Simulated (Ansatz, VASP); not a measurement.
**One calculation of GaAs, two programs**

```
Ga As
1.0
     0.00000    2.80174    2.80174
     2.80174    0.00000    2.80174
     2.80174    2.80174    0.00000
Ga As
1 1
Direct
  0.00000 0.00000 0.00000
  0.25000 0.25000 0.25000
```

Change from the starting cell: volume scaled by 1, crystal datasets.

Alike in both runs: task single point; functional LDA; k mesh 13 × 13 × 13; occupations fermi-dirac, width 0.08 eV; no spin polarisation.

```csv
,VASP,Ansatz
version,VASP 6.6.1,Ansatz 0.2.0
potentials or method,"VASP PAW LDA potentials, release 64 (Ga_d, As), cutoff 520 eV","all-electron PAW with datasets made for the crystal, scalar-relativistic"
```

```csv
,VASP,Ansatz,Ansatz less VASP
pressure (GPa),0.3,0.0,-0.29
```

LDA's correlation is that of Perdew and Zunger in VASP and of Perdew and Wang (1992) in Ansatz. Ansatz ran all-electron here, and VASP with PAW potentials.
